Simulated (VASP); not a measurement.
# Al32Cu (a cell with a defect) in VASP: single point with PBE

Aim: the single point of Al32Cu (a cell with a defect) with PBE.

Program: VASP 6.6.1. These are calculated values, not measurements. Logs are shortened: lines on timing, memory, paths and dates and some standing lists are left out, and cuts for length are marked.

### Step 1. The cell of the first run

The cell holds a defect, 33 atoms: a = 8.100 Å, b = 8.100 Å, c = 8.100 Å, α = 90.00°, β = 90.00°, γ = 90.00°.

### Step 2. Single point, PBE

Contents of INCAR:

```
ALGO = Normal
EDIFF = 1E-6
ENCUT = 520
GGA = PE
ISIF = 2
ISMEAR = -1
LASPH = True
LCHARG = False
LREAL = Auto
LWAVE = False
NBANDS = 76
NELM = 60
PREC = Accurate
SIGMA = 0.15
```

Contents of KPOINTS:

```
k-points
0
Gamma
  2 2 2
```

Contents of POSCAR:

```
Al32Cu
1.0
    8.1000000000      0.0000000000      0.0000000000
    0.0000000000      8.1000000000      0.0000000000
    0.0000000000      0.0000000000      8.1000000000
Al Cu
32 1
Direct
    0.4897407407      0.0251111111     -0.0336666667
    0.7016543210      0.2682222222      0.0665802469
    0.6998024691      0.0402716049      0.2686049383
   -0.0433086420      0.0251975309      0.0097777778
    0.2161975309      0.2200370370      0.0560987654
    0.4519135802      0.5288271605      0.0141975309
    0.7319753086      0.8169012346     -0.0088641975
    0.1679629630      0.0134197531      0.2946666667
    0.4428518519      0.2813456790      0.2556296296
    0.6997160494      0.5623703704      0.3089259259
    0.4702592593      0.0494444444      0.5014814815
    0.6803209877      0.3004567901      0.4988518519
    0.7110000000      0.0330740741      0.7267283951
   -0.0203456790      0.4034444444      0.0176049383
    0.2338765432      0.8505802469      0.0150370370
   -0.0042716049      0.2719629630      0.3192716049
    0.2224444444      0.6004197531      0.2460740741
    0.5076172840      0.7976790123      0.2170123457
   -0.0482839506      0.0252345679      0.4702222222
    0.2089382716      0.3183827160      0.6048271605
    0.4307654321      0.5002592593      0.5100740741
    0.6880493827      0.7815802469      0.4935308642
    0.1283456790      0.0254074074      0.7313456790
    0.5112469136      0.2848271605      0.7968888889
    0.7316296296      0.5345925926      0.8419012346
   -0.0282222222      0.7470740741      0.3415679012
   -0.0636172840      0.5139629630      0.5613086420
    0.2577037037      0.7979382716      0.5563456790
   -0.1270000000      0.2487283951      0.7515679012
    0.2534567901      0.5594814815      0.7974074074
    0.5245925926      0.7603703704      0.7685061728
   -0.0570864198      0.7536049383      0.7952592593
   -0.0109012346      0.7040370370      0.0761234568
```

Potentials or basis: VASP PAW PBE potentials, release 64 (Al, Cu).

Run with:

```bash
$ cat potpaw_PBE.64/Al/POTCAR potpaw_PBE.64/Cu/POTCAR > POTCAR
$ mpirun -np 1 vasp_std > vasp.out
```

OUTCAR:

```text
EDIFF = 1E-6
   ENCUT = 520
   GGA = PE
   ISIF = 2
   ISMEAR = -1
   LASPH = True
   LREAL = Auto
   NELM = 60
   PREC = Accurate

 ion  position               nearest neighbor table
   1  0.490  0.025  0.966-  24 2.52  15 2.54   7 2.60  13 2.64  31 2.69   2 2.74  18 2.75   5 2.82
                             3 2.98   9 3.15
   2  0.702  0.268  0.067-   3 2.47  14 2.54   9 2.60  24 2.68   1 2.74  25 2.83   4 2.89  29 2.91
                             6 2.95  10 3.09  16 3.14  13 3.35
   3  0.700  0.040  0.269-   2 2.47  18 2.54  19 2.62  11 2.65  22 2.78  12 2.82   9 2.86   7 2.90
                             4 2.96   1 2.98  16 3.07  26 3.29
   4  0.957  0.025  0.010-   7 2.49  23 2.65  15 2.65   5 2.66  33 2.67  32 2.81  29 2.85   8 2.87
                             2 2.89   3 2.96  13 3.04  14 3.07  16 3.22
   5  0.216  0.220  0.056-  14 2.44   9 2.50   8 2.59   4 2.66  16 2.81   1 2.82  15 3.01  23 3.15
                             6 3.16  24 3.22
   6  0.452  0.529  0.014-  30 2.39  25 2.66  24 2.69  17 2.71  18 2.76  31 2.80   9 2.80   2 2.95
                            10 3.13  15 3.15   5 3.16   7 3.26
   7  0.732  0.817  0.991-  33 2.38  32 2.39   4 2.49  31 2.51  18 2.58  25 2.59   1 2.60  13 2.77
                             3 2.90   6 3.26  10 3.31
   8  0.168  0.013  0.295-  19 2.26  16 2.52   5 2.59  15 2.67  26 2.71  28 2.84   4 2.87  11 2.98
                             9 3.13  18 3.32
   9  0.443  0.281  0.256-   5 2.50   2 2.60  21 2.72  11 2.75  12 2.76   6 2.80   3 2.86  10 3.11
                             8 3.13  17 3.14   1 3.15
  10  0.700  0.562  0.309-  22 2.32  18 2.57  12 2.63  26 2.68  21 2.77  27 2.83   2 3.09   9 3.11
                             6 3.13   7 3.31  16 3.36
  11  0.470  0.049  0.501-   3 2.65  12 2.65  13 2.67  28 2.70   9 2.75  22 2.80   8 2.98  24 3.08
                            18 3.09  20 3.15  31 3.22  23 3.34
  12  0.680  0.300  0.499-  21 2.59  29 2.61  10 2.63  11 2.65  27 2.75   9 2.76  24 2.78   3 2.82
                            13 2.86  16 2.95  19 3.14
  13  0.711  0.033  0.727-  29 2.19   1 2.64  24 2.66  11 2.67  31 2.70   7 2.77  22 2.78  19 2.85
[... 24 lines left out ...]
                             2 2.83
  26  0.972  0.747  0.342-  33 2.18  17 2.48  19 2.49  27 2.61  22 2.62  10 2.68   8 2.71  28 2.93
                             3 3.29
  27  0.936  0.514  0.561-  26 2.61  29 2.69  32 2.71  20 2.74  12 2.75  16 2.81  25 2.82  10 2.83
                            22 3.01  30 3.22
  28  0.258  0.798  0.556-  23 2.55  11 2.70  30 2.75  31 2.78  21 2.81   8 2.84  26 2.93  17 2.99
                            19 3.17  32 3.22
  29  0.873  0.249  0.752-  13 2.19  12 2.61  14 2.64  25 2.68  27 2.69  23 2.75   4 2.85   2 2.91
                            24 2.97  19 2.98  20 3.02
  30  0.253  0.559  0.797-   6 2.39  20 2.53  31 2.74  28 2.75  21 2.78  15 2.95  32 2.97  24 3.05
                            14 3.11  27 3.22
  31  0.525  0.760  0.769-   7 2.51  25 2.55  22 2.60   1 2.69  13 2.70  30 2.74  28 2.78   6 2.80
                            21 3.07  15 3.17  11 3.22
  32  0.943  0.754  0.795-  33 2.34   7 2.39  25 2.49  27 2.71  23 2.71   4 2.81  30 2.97  13 2.99
                            15 3.06  22 3.21  28 3.22
  33  0.989  0.704  0.076-  26 2.18  32 2.34  15 2.36   7 2.38  14 2.48  17 2.48   4 2.67

  LATTYP: Found a simple cubic cell.
 ALAT       =     8.1000000000

  Lattice vectors:

 A1 = (   8.1000000000,   0.0000000000,   0.0000000000)
 A2 = (   0.0000000000,   8.1000000000,   0.0000000000)
 A3 = (   0.0000000000,   0.0000000000,   8.1000000000)

Analysis of symmetry for initial positions (statically):
=====================================================================
 Subroutine PRICEL returns:
 Original cell was already a primitive cell.

 Routine SETGRP: Setting up the symmetry group for a
 simple cubic supercell.

 Subroutine GETGRP returns: Found  1 space group operations
 (whereof  1 operations were pure point group operations)
 out of a pool of 48 trial point group operations.

The static configuration has the point symmetry C_1 .

Analysis of symmetry for dynamics (positions and initial velocities):
=====================================================================
 Subroutine PRICEL returns:
 Original cell was already a primitive cell.

 Routine SETGRP: Setting up the symmetry group for a
 simple cubic supercell.

 Subroutine GETGRP returns: Found  1 space group operations
 (whereof  1 operations were pure point group operations)
 out of a pool of 48 trial point group operations.

The dynamic configuration has the point symmetry C_1 .

 Subroutine INISYM returns: Found  1 space group operations
 (whereof  1 operations are pure point group operations),
 and found     1 'primitive' translations
[... 92 lines left out ...]
 generate k-points for:    2    2    2

 Generating k-lattice:

  Cartesian coordinates                     Fractional coordinates (reciprocal lattice)
     0.061728395  0.000000000  0.000000000     0.500000000  0.000000000  0.000000000
     0.000000000  0.061728395  0.000000000     0.000000000  0.500000000  0.000000000
     0.000000000  0.000000000  0.061728395     0.000000000  0.000000000  0.500000000

  Length of vectors
     0.061728395  0.061728395  0.061728395

  Shift w.r.t. Gamma in fractional coordinates (k-lattice)
     0.000000000  0.000000000  0.000000000

 Subroutine IBZKPT returns following result:
 ===========================================

 Found      8 irreducible k-points:

 Following reciprocal coordinates:
            Coordinates               Weight
  0.000000  0.000000  0.000000      1.000000
  0.500000  0.000000  0.000000      1.000000
  0.000000  0.500000  0.000000      1.000000
  0.000000  0.000000  0.500000      1.000000
  0.500000  0.500000  0.000000      1.000000
  0.000000  0.500000  0.500000      1.000000
  0.500000  0.000000  0.500000      1.000000
  0.500000  0.500000  0.500000      1.000000
   k-points           NKPTS =      8   k-points in BZ     NKDIM =      8   number of bands    NBANDS=     76
   number of dos      NEDOS =    301   number of ions     NIONS =     33
   total plane-waves  NPLWV = 216000
   dimension x,y,z NGX =    60 NGY =   60 NGZ =   60
   dimension x,y,z NGXF=   120 NGYF=  120 NGZF=  120
   ions per type =              32   1
   NGX,Y,Z   is equivalent  to a cutoff of  12.31, 12.31, 12.31 a.u.
   NGXF,Y,Z  is equivalent  to a cutoff of  24.63, 24.63, 24.63 a.u.
 SYSTEM =  unknown system
   PREC   = accura    normal or accurate (medium, high low for compatibility)
   ISTART =      0    job   : 0-new  1-cont  2-samecut
   ICHARG =      2    charge: 1-file 2-atom 10-const
   ISPIN  =      1    spin polarized calculation?
   LNONCOLLINEAR =      F non collinear calculations
   LSORBIT =      F    spin-orbit coupling
   LASPH  =      T    aspherical Exc in radial PAW
   ENCUT  =  520.0 eV  38.22 Ry    6.18 a.u.  15.06 15.06 15.06*2*pi/ulx,y,z
   NELM   =     60;   NELMIN=  2; NELMDL= -5     # of ELM steps
   EDIFF  = 0.1E-05   stopping-criterion for ELM
   LREAL  =      T    real-space projection
   EDIFFG = 0.1E-04   stopping-criterion for IOM
   NSW    =      0    number of steps for IOM
   IBRION =     -1    ionic relax: 0-MD 1-quasi-New 2-CG
   NFREE  =      0    steps in history (QN), initial steepest desc. (CG)
   ISIF   =      2    stress and relaxation
   ISYM   =      2    0-nonsym 1-usesym 2-fastsym
   POTIM  = 0.5000    time-step for ionic-motion
   TEBEG  =    0.0;   TEEND  =   0.0 temperature during run
   PSTRESS=    0.0 pullay stress
   NELECT =     107.0000    total number of electrons
   NUPDOWN=      -1.0000    fix difference up-down
   EMIN   =  10.00;   EMAX   =-10.00  energy-range for DOS
   EFERMI =   0.00;   METHOD = LEGACY
   ISMEAR =    -1;   SIGMA  =   0.15  broadening in eV -4-tet -1-fermi 0-gaus
   EFERMI_NEDOS =   21; number of points for ismear=-14 and -15
   IALGO  =     38    algorithm
   IMIX   =      4    mixing-type and parameters
     AMIX     =   0.40;   BMIX     =  1.00
     AMIX_MAG =   1.60;   BMIX_MAG =  1.00
  volume/ion in A,a.u.               =      16.10       108.68
  Fermi-wavevector in a.u.,A,eV,Ry     =   0.959513  1.813218 12.526422  0.920666
  Thomas-Fermi vector in A             =   2.088716
   LORBIT       =      0    0 simple, 1 ext, 2 COOP (PROOUT), +10 PAW based schemes
   GGA     = PE    functional components
   LHFCALC =     F    Hartree Fock is set to
   AEXX    =    0.0000 exact exchange contribution
   IVDW    =     0    specifies the selected vdW correction
   LEPSILON=     F    determine dielectric tensor
   LRPA    =     F    only Hartree local field effects (RPA)
 non-spin polarized calculation
  energy-cutoff  :      520.00
  volume of cell :      531.44
 maximum number of plane-waves:     14400
   NGX = 31   NGY = 31   NGZ = 31

 number of electron     107.0000004 magnetization

 Free energy of the ion-electron system (eV)
  ---------------------------------------------------
  ext. energy  EPLUGINS =         0.00000000
  ---------------------------------------------------
  free energy    TOTEN  =      -114.51525410 eV

  energy without entropy =     -113.63071918  energy(sigma->0) =     -114.07298664

 E-fermi :   7.9311     XC(G=0): -10.2524

 val. band max:        7.9258621004   @ k =   0.0000   0.5000   0.0000
 cond. band min:       7.9581870660   @ k =   0.0000   0.0000   0.0000
 fundamental gap:      0.0323249656
 Fermi energy:         7.9310920851

 k-point     1 :       0.0000    0.0000    0.0000
  band No.  band energies     occupation
      1      -3.2725      2.00000
      2      -1.3542      2.00000
      3      -1.2780      2.00000
      4      -1.1168      2.00000
      5      -0.9497      2.00000
      6      -0.8923      2.00000
[... 533 lines left out ...]
     64      10.7007      0.00000
     65      10.7468      0.00000
 [bands above 65 left out]

------------------------ aborting loop because EDIFF is reached ----------------------------------------

  FORCE on cell =-STRESS in cart. coord.  units (eV):
  Direction    XX          YY          ZZ          XY          YZ          ZX
  --------------------------------------------------------------------------------------
  -------------------------------------------------------------------------------------
  Total       40.3381435     40.8257902     33.1368910      5.1132255     -0.6875269     -3.8783390
  in kB      121.6106004    123.0807475     99.9004134     15.4152464     -2.0727418    -11.6923361
  external PRESSURE =     114.8639204 kB  Pullay stress =       0.0000000 kB

 VOLUME and BASIS-vectors are now :
 -----------------------------------------------------------------------------
  energy-cutoff  :      520.00
  volume of cell :      531.44
      direct lattice vectors                 reciprocal lattice vectors
     8.100000000  0.000000000  0.000000000     0.123456790  0.000000000  0.000000000
     0.000000000  8.100000000  0.000000000     0.000000000  0.123456790  0.000000000
     0.000000000  0.000000000  8.100000000     0.000000000  0.000000000  0.123456790

 POSITION                                       TOTAL-FORCE (eV/Angst)
 -----------------------------------------------------------------------------------
      3.96690      0.20340      7.82730        -0.474390      0.221175      0.639969
      5.68340      2.17260      0.53930         0.160004      0.815305     -0.458651
      5.66840      0.32620      2.17570         0.353766     -0.166086      0.025295
      7.74920      0.20410      0.07920        -0.174580      0.895418      0.431033
      1.75120      1.78230      0.45440         0.781178     -0.210773     -1.228883
      3.66050      4.28350      0.11500         1.045558     -0.168816      1.564342
[... 25 lines left out ...]
      7.63760      6.10420      6.44160         1.814984      0.521017     -2.419554
      8.01170      5.70270      0.61660         0.094320     -0.931846     -0.928033
 -----------------------------------------------------------------------------------
    total drift:                               -0.004442      0.016296      0.001978

  FREE ENERGIE OF THE ION-ELECTRON SYSTEM (eV)
  ---------------------------------------------------
  free  energy   TOTEN  =      -114.5152540971 eV

  energy  without entropy=     -113.6307191827  energy(sigma->0) =     -114.07298664
```

It took 15 min on 1 thread of Intel Xeon 8259CL, shared host; peak memory 0.58 GiB.

What came out:

- Free energy: -114.5153 eV
- Pressure: 11.5 GPa
- Largest force: 4.082 eV/Å
- Band gap on the k mesh: zero (an odd number of electrons rules out a gap without spin polarisation)

Forces on the atoms (eV/Å):
```
Al  -0.474  0.221  0.640
Al   0.160  0.815 -0.459
Al   0.354 -0.166  0.025
Al  -0.175  0.895  0.431
Al   0.781 -0.211 -1.229
Al   1.046 -0.169  1.564
Al  -1.315  0.058  1.840
Al   3.112 -0.625 -1.045
Al  -0.075  0.080  0.693
Al   0.370 -2.225 -2.109
Al  -1.011 -0.200  0.295
Al   0.459 -0.363 -0.152
Al  -1.265 -3.147 -0.327
Al   0.181  1.062  0.020
Al   0.572 -0.221 -0.725
Al  -0.449  2.097 -0.752
Al   0.889 -1.016  0.310
Al  -1.459 -0.072  0.466
Al  -2.630 -0.601  3.063
Al  -1.034 -1.618 -0.305
Al   0.776  1.324 -0.100
Al  -0.032  1.550  1.610
Al   0.837  0.664  0.761
Al  -0.786  0.573 -0.992
Al  -0.109 -1.180 -0.464
Al  -0.527  0.415  1.389
Al   0.187 -0.004  0.201
Al  -0.220 -0.563 -0.774
Al   2.722  2.499  0.414
Al  -1.374  0.447 -0.349
Al  -1.420  0.088 -0.595
Al   1.815  0.521 -2.420
Cu   0.094 -0.932 -0.928
```

Caveat: the k points lie up to 0.39 Å⁻¹ apart, too coarse for converged energies and pressures of a metal; the atoms stand as in a frame of molecular dynamics.
